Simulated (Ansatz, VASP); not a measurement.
# Mo: VASP beside Ansatz

```
CELL_PARAMETERS angstrom
-1.56960 1.56960 1.56960
1.56960 -1.56960 1.56960
1.56960 1.56960 -1.56960
ATOMIC_POSITIONS crystal
Mo 0.00000 0.00000 0.00000
```

Alike in both runs: task single point; functional PBE; k mesh 8 × 8 × 8; occupations fermi-dirac, width 0.0125 eV; no spin polarisation.

|  | VASP | Ansatz |
| --- | --- | --- |
| version | VASP 6.6.1 | Ansatz 0.2.0 |
| potentials or method | VASP PAW PBE potentials, release 64 (Mo_sv), cutoff 500 eV | PAW plane waves |
| valence electrons in the cell | 14 | 14 |

```csv
,VASP,Ansatz,Ansatz less VASP
gap on the k mesh at the Fermi level (eV),none,none,-
pressure (GPa),6.9,6.3,-0.57
```

A gap of «none» marks a metal or a gap that the smearing closes.
